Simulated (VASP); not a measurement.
# KF (P4/mmm) in VASP: further runs

Runs on KF. Level: LDA. Tasks: single point.

All numbers are computed with VASP 6.6.1; they aren't measurements. Logs are shortened: lines on timing, memory, paths and dates and some standing lists are left out, and cuts for length are marked.

## Step 1: The cell of the first run

Symmetry: P4/mmm, No. 123, tetragonal system. Conventional cell: a = 3.210 Å, b = 3.210 Å, c = 3.161 Å, α = 90.00°, β = 90.00°, γ = 90.00°. K (site symmetry 4/mmm) has 8 F at 2.77 Å and 6 K at 3.16 to 3.21 Å within 3.6 Å. F (site symmetry 4/mmm) has 8 K at 2.77 Å and 6 F at 3.16 to 3.21 Å within 3.6 Å.

## Step 2: Single point, LDA (strain -0.015 along x and y, -0.030 along z)

Input file INCAR:

```
SYSTEM = KF
PREC     = Accurate       ! precision mode
ENCUT    = 520            ! plane-wave cutoff, eV
EDIFF    = 1E-7           ! SCF threshold, eV
ISMEAR   = 0              ! smearing method
SIGMA    = 0.05           ! smearing width, eV
LREAL    = .FALSE.        ! projectors in reciprocal space
LASPH    = .TRUE.         ! aspherical terms in the spheres
NELM     = 80             ! most SCF steps
ALGO     = Normal         ! electronic algorithm
ISIF     = 2              ! what is computed and relaxed
LWAVE    = .FALSE.        ! write WAVECAR
LCHARG   = .FALSE.        ! write CHGCAR
GGA      = CA             ! functional
NBANDS   = 15             ! bands
```

Input file KPOINTS:

```
regular mesh
0
G
  8 8 8
  0 0 0
```

Input file POSCAR:

```
KF
1.0
    3.2100706750      0.0000000000      0.0000000000
    0.0000000000      3.2100706750      0.0000000000
    0.0000000000      0.0000000000      3.1611863500
K F
1 1
Direct
    0.0000000000      0.0000000000      0.0000000000
    0.5000000000      0.5000000000      0.5000000000
```

Potentials or basis: VASP PAW LDA potentials, release 64 (K_sv, F).

Started as:

```bash
$ cat potpaw_LDA.64/K_sv/POTCAR potpaw_LDA.64/F/POTCAR > POTCAR
$ mpirun -np 1 vasp_std > vasp.out
```

OUTCAR:

```text
SYSTEM = KF
   PREC = Accurate
   ENCUT = 520
   EDIFF = 1E-7
   ISMEAR = 0
   LREAL = .FALSE.
   LASPH = .TRUE.
   NELM = 80
   ISIF = 2
   GGA = CA

 ion  position               nearest neighbor table
   1  0.000  0.000  0.000-   2 2.77   2 2.77   2 2.77   2 2.77   2 2.77   2 2.77   2 2.77   2 2.77

   2  0.500  0.500  0.500-   1 2.77   1 2.77   1 2.77   1 2.77   1 2.77   1 2.77   1 2.77   1 2.77

  LATTYP: Found a simple tetragonal cell.
 ALAT       =     3.2100706750
 C/A-ratio  =     0.9847715736

  Lattice vectors:

 A1 = (   3.2100706750,   0.0000000000,   0.0000000000)
 A2 = (   0.0000000000,   3.2100706750,   0.0000000000)
 A3 = (   0.0000000000,   0.0000000000,   3.1611863500)

Analysis of symmetry for initial positions (statically):
=====================================================================
 Subroutine PRICEL returns:
 Original cell was already a primitive cell.

 Routine SETGRP: Setting up the symmetry group for a
 simple tetragonal supercell.

 Subroutine GETGRP returns: Found 16 space group operations
 (whereof 16 operations were pure point group operations)
 out of a pool of 16 trial point group operations.

The static configuration has the point symmetry D_4h.

Analysis of symmetry for dynamics (positions and initial velocities):
=====================================================================
 Subroutine PRICEL returns:
 Original cell was already a primitive cell.

 Routine SETGRP: Setting up the symmetry group for a
 simple tetragonal supercell.

 Subroutine GETGRP returns: Found 16 space group operations
 (whereof 16 operations were pure point group operations)
 out of a pool of 16 trial point group operations.

The dynamic configuration has the point symmetry D_4h.

 Subroutine INISYM returns: Found 16 space group operations
 (whereof 16 operations are pure point group operations),
 and found     1 'primitive' translations

----------------------------------------------------------------------------------------

                                     Primitive cell

  volume of cell :      32.5746

  direct lattice vectors                    reciprocal lattice vectors
     3.210070675  0.000000000  0.000000000     0.311519621  0.000000000  0.000000000
     0.000000000  3.210070675  0.000000000     0.000000000  0.311519621  0.000000000
     0.000000000  0.000000000  3.161186350     0.000000000  0.000000000  0.316336935

  length of vectors
     3.210070675  3.210070675  3.161186350     0.311519621  0.311519621  0.316336935

  position of ions in fractional coordinates (direct lattice)
     0.000000000  0.000000000  0.000000000
     0.500000000  0.500000000  0.500000000

  ion indices of the primitive-cell ions
   primitive index   ion index
                 1           1
                 2           2

----------------------------------------------------------------------------------------

 KPOINTS: regular mesh

Automatic generation of k-mesh.
 Grid dimensions read from file:
 generate k-points for:    8    8    8

 Generating k-lattice:

  Cartesian coordinates                     Fractional coordinates (reciprocal lattice)
     0.038939953  0.000000000  0.000000000     0.125000000  0.000000000  0.000000000
     0.000000000  0.038939953  0.000000000     0.000000000  0.125000000  0.000000000
     0.000000000  0.000000000  0.039542117     0.000000000  0.000000000  0.125000000

  Length of vectors
     0.038939953  0.038939953  0.039542117

  Shift w.r.t. Gamma in fractional coordinates (k-lattice)
     0.000000000  0.000000000  0.000000000

 Subroutine IBZKPT returns following result:
 ===========================================

 Found     75 irreducible k-points:

 Following reciprocal coordinates:
            Coordinates               Weight
  0.000000  0.000000  0.000000      1.000000
  0.125000  0.000000  0.000000      4.000000
  0.250000  0.000000  0.000000      4.000000
  0.375000  0.000000  0.000000      4.000000
  0.500000  0.000000  0.000000      2.000000
  0.125000  0.125000  0.000000      4.000000
[... 16 lines left out ...]
  0.375000  0.125000  0.125000     16.000000
  0.500000  0.125000  0.125000      8.000000
 [... further k-points ...]
   k-points           NKPTS =     75   k-points in BZ     NKDIM =     75   number of bands    NBANDS=     15
   number of dos      NEDOS =    301   number of ions     NIONS =      2
   total plane-waves  NPLWV =  13824
   dimension x,y,z NGX =    24 NGY =   24 NGZ =   24
   dimension x,y,z NGXF=    48 NGYF=   48 NGZF=   48
   ions per type =               1   1
   NGX,Y,Z   is equivalent  to a cutoff of  12.43, 12.43, 12.62 a.u.
   NGXF,Y,Z  is equivalent  to a cutoff of  24.86, 24.86, 25.24 a.u.
 SYSTEM =  KF
   PREC   = accura    normal or accurate (medium, high low for compatibility)
   ISTART =      0    job   : 0-new  1-cont  2-samecut
   ICHARG =      2    charge: 1-file 2-atom 10-const
   ISPIN  =      1    spin polarized calculation?
   LNONCOLLINEAR =      F non collinear calculations
   LSORBIT =      F    spin-orbit coupling
   LASPH  =      T    aspherical Exc in radial PAW
   ENCUT  =  520.0 eV  38.22 Ry    6.18 a.u.   5.97  5.97  5.88*2*pi/ulx,y,z
   NELM   =     80;   NELMIN=  2; NELMDL= -5     # of ELM steps
   EDIFF  = 0.1E-06   stopping-criterion for ELM
   LREAL  =      F    real-space projection
   EDIFFG = 0.1E-05   stopping-criterion for IOM
   NSW    =      0    number of steps for IOM
   IBRION =     -1    ionic relax: 0-MD 1-quasi-New 2-CG
   NFREE  =      0    steps in history (QN), initial steepest desc. (CG)
   ISIF   =      2    stress and relaxation
   ISYM   =      2    0-nonsym 1-usesym 2-fastsym
   POTIM  = 0.5000    time-step for ionic-motion
   TEBEG  =    0.0;   TEEND  =   0.0 temperature during run
   PSTRESS=    0.0 pullay stress
   NELECT =      16.0000    total number of electrons
   NUPDOWN=      -1.0000    fix difference up-down
   EMIN   =  10.00;   EMAX   =-10.00  energy-range for DOS
   EFERMI =   0.00;   METHOD = LEGACY
   ISMEAR =     0;   SIGMA  =   0.05  broadening in eV -4-tet -1-fermi 0-gaus
   EFERMI_NEDOS =   21; number of points for ismear=-14 and -15
   IALGO  =     38    algorithm
   IMIX   =      4    mixing-type and parameters
     AMIX     =   0.40;   BMIX     =  1.00
     AMIX_MAG =   1.60;   BMIX_MAG =  1.00
  volume/ion in A,a.u.               =      16.29       109.91
  Fermi-wavevector in a.u.,A,eV,Ry     =   1.291680  2.440922 22.700480  1.668438
  Thomas-Fermi vector in A             =   2.423435
   LORBIT       =      0    0 simple, 1 ext, 2 COOP (PROOUT), +10 PAW based schemes
   GGA     = CA    functional components
   LHFCALC =     F    Hartree Fock is set to
   AEXX    =    0.0000 exact exchange contribution
   IVDW    =     0    specifies the selected vdW correction
   LEPSILON=     F    determine dielectric tensor
   LRPA    =     F    only Hartree local field effects (RPA)
 non-spin polarized calculation
 Gauss-broadening in eV      SIGMA  =   0.05
  energy-cutoff  :      520.00
  volume of cell :       32.57
 maximum number of plane-waves:       904
 NGX is ok and might be reduce to    24
   NGX = 11   NGY = 11   NGZ = 11

 number of electron      15.9999987 magnetization

 Free energy of the ion-electron system (eV)
  ---------------------------------------------------
  ext. energy  EPLUGINS =         0.00000000
  ---------------------------------------------------
  free energy    TOTEN  =        -8.92760171 eV

  energy without entropy =       -8.92760171  energy(sigma->0) =       -8.92760171

 E-fermi :  -1.9948     XC(G=0): -10.0260

 val. band max:       -2.2268317450   @ k =   0.5000   0.5000   0.0000
 cond. band min:       4.0776845374   @ k =   0.0000   0.0000   0.0000
 fundamental gap:      6.3045162824
 Fermi energy:        -1.9947700350

 k-point     1 :       0.0000    0.0000    0.0000
  band No.  band energies     occupation
      1     -28.6506      2.00000
      2     -20.7821      2.00000
      3     -11.8294      2.00000
      4     -11.8294      2.00000
      5     -11.7801      2.00000
      6      -2.3195      2.00000
      7      -2.3195      2.00000
      8      -2.2636      2.00000
      9       4.0777      0.00000
     10       5.8525      0.00000
     11       5.8956      0.00000
     12      11.8818      0.00000
     13      12.0001      0.00000
     14      12.0001      0.00000
     15      19.0236      0.00000

 k-point     2 :       0.1250    0.0000    0.0000
  band No.  band energies     occupation
      1     -28.6269      2.00000
      2     -20.7909      2.00000
      3     -11.9510      2.00000
      4     -11.8090      2.00000
      5     -11.7607      2.00000
      6      -2.5502      2.00000
      7      -2.3423      2.00000
      8      -2.2833      2.00000
      9       4.5159      0.00000
     10       6.0119      0.00000
     11       6.2545      0.00000
     12      11.6052      0.00000
     13      11.7208      0.00000
     14      12.0519      0.00000
     15      17.9054      0.00000

 k-point     3 :       0.2500    0.0000    0.0000
  band No.  band energies     occupation
      1     -28.5690      2.00000
      2     -20.8133      2.00000
      3     -12.2286      2.00000
      4     -11.7591      2.00000
      5     -11.7130      2.00000
      6      -3.0418      2.00000
      7      -2.3988      2.00000
      8      -2.3325      2.00000
      9       5.5688      0.00000
     10       6.3553      0.00000
     11       7.2584      0.00000
     12      11.0429      0.00000
     13      11.1512      0.00000
     14      12.1809      0.00000
     15      16.4303      0.00000
[... 343 lines left out ...]
 k-point    23 :       0.3750    0.1250    0.1250
  band No.  band energies     occupation
      1     -28.4680      2.00000
      2     -20.8020      2.00000
      3     -12.5132      2.00000
      4     -11.8604      2.00000
      5     -11.8208      2.00000
      6      -3.2954      2.00000
      7      -2.5759      2.00000
      8      -2.4289      2.00000
      9       7.0194      0.00000
     10       7.2818      0.00000
     11       8.2622      0.00000
     12       9.9688      0.00000
     13      10.7478      0.00000
     14      11.3190      0.00000
     15      15.6242      0.00000

 k-point    24 :       0.5000    0.1250    0.1250
  band No.  band energies     occupation
      1     -28.4445      2.00000
      2     -20.8051      2.00000
      3     -12.6228      2.00000
      4     -11.8577      2.00000
      5     -11.7985      2.00000
      6      -3.4202      2.00000
      7      -2.6047      2.00000
      8      -2.4167      2.00000
      9       7.4427      0.00000
     10       7.6167      0.00000
     11       8.0717      0.00000
     12       9.7485      0.00000
     13      11.3024      0.00000
     14      11.3469      0.00000
     15      14.8977      0.00000

 [... further k-points ...]
[... 5 lines left out ...]
  --------------------------------------------------------------------------------------
  -------------------------------------------------------------------------------------
  Total       -0.9251520     -0.9251520     -0.6503365      0.0000000      0.0000000     -0.0000000
  in kB      -45.5034560    -45.5034560    -31.9866969      0.0000000      0.0000000     -0.0000000
  external PRESSURE =     -40.9978696 kB  Pullay stress =       0.0000000 kB

 VOLUME and BASIS-vectors are now :
 -----------------------------------------------------------------------------
  energy-cutoff  :      520.00
  volume of cell :       32.57
      direct lattice vectors                 reciprocal lattice vectors
     3.210070675  0.000000000  0.000000000     0.311519621  0.000000000  0.000000000
     0.000000000  3.210070675  0.000000000     0.000000000  0.311519621  0.000000000
     0.000000000  0.000000000  3.161186350     0.000000000  0.000000000  0.316336935

 POSITION                                       TOTAL-FORCE (eV/Angst)
 -----------------------------------------------------------------------------------
      0.00000      0.00000      0.00000         0.000000      0.000000      0.000000
      1.60504      1.60504      1.58059         0.000000      0.000000      0.000000
 -----------------------------------------------------------------------------------
    total drift:                                0.000000      0.000000     -0.000000

  FREE ENERGIE OF THE ION-ELECTRON SYSTEM (eV)
  ---------------------------------------------------
  free  energy   TOTEN  =        -8.9276017105 eV

  energy  without entropy=       -8.9276017105  energy(sigma->0) =       -8.92760171
```

It took 30 s on 1 thread of Intel Xeon 8259CL, shared host; peak memory 0.14 GiB.

What came out:

```yaml
Free_energy: -8.9276 eV
Pressure: -4.1 GPa
Band_gap_on_the_k_mesh: 6.30 eV, indirect (least direct gap 6.34 eV)
```

Caveat: the cell differs from its parent crystal (strain -0.015 along x and y, -0.030 along z).

## Step 3: Single point, LDA (strain -0.030 along x and y, +0.030 along z)

Input file INCAR:

```
  PREC = Accurate
  ENCUT = 520
  EDIFF = 1E-6
  ISMEAR = 0
  SIGMA = 0.05
  LREAL = F
  LASPH = T
  NELM = 100
  ALGO = Normal
  ISIF = 2
  LWAVE = F
  LCHARG = F
  NBANDS = 15
```

Input file KPOINTS:

```
regular mesh
0
Gamma
  8 8 8
```

Input file POSCAR:

```
KF
1.0
    3.1611863500      0.0000000000      0.0000000000
    0.0000000000      3.1611863500      0.0000000000
    0.0000000000      0.0000000000      3.3567236500
K F
1 1
Direct
    0.0000000000      0.0000000000      0.0000000000
    0.5000000000      0.5000000000      0.5000000000
```

Potentials or basis: VASP PAW LDA potentials, release 64 (K_sv, F).

Started as:

```bash
$ cat potpaw_LDA.64/K_sv/POTCAR potpaw_LDA.64/F/POTCAR > POTCAR
$ mpirun -np 1 vasp_std > vasp.out
```

It took 37 s on 1 thread of Intel Xeon 8259CL, shared host; peak memory 0.15 GiB.

The run converged. Its results:

```
Free energy            : -8.8813 eV
Pressure               : -4.9 GPa
Band gap on the k mesh : 6.02 eV, indirect (least direct gap 6.07 eV)
```

Stress tensor (GPa, compression positive):
```
-3.21  0.00  0.00
 0.00 -3.21  0.00
 0.00  0.00 -8.38
```

Levels at points of the mesh, in eV from the valence-band top:
```csv
k point,band 6,band 7,band 8,band 9,band 10,band 11
"(0.00, 0.00, 0.00)",-0.25,-0.05,-0.05,6.02,7.95,8.07
"(0.50, 0.00, 0.00)",-1.41,-0.42,-0.14,9.08,9.47,10.84
"(0.50, 0.50, 0.00)",-0.72,-0.72,-0.20,7.88,8.96,11.36
"(0.00, 0.00, 0.50)",-1.39,-0.18,-0.18,8.86,8.90,10.59
"(0.50, 0.00, 0.50)",-0.75,-0.67,0.00,8.40,8.65,11.82
"(0.50, 0.50, 0.50)",-1.22,-1.22,-1.18,9.84,10.53,10.53
```

Caveat: the cell differs from its parent crystal (strain -0.030 along x and y, +0.030 along z).
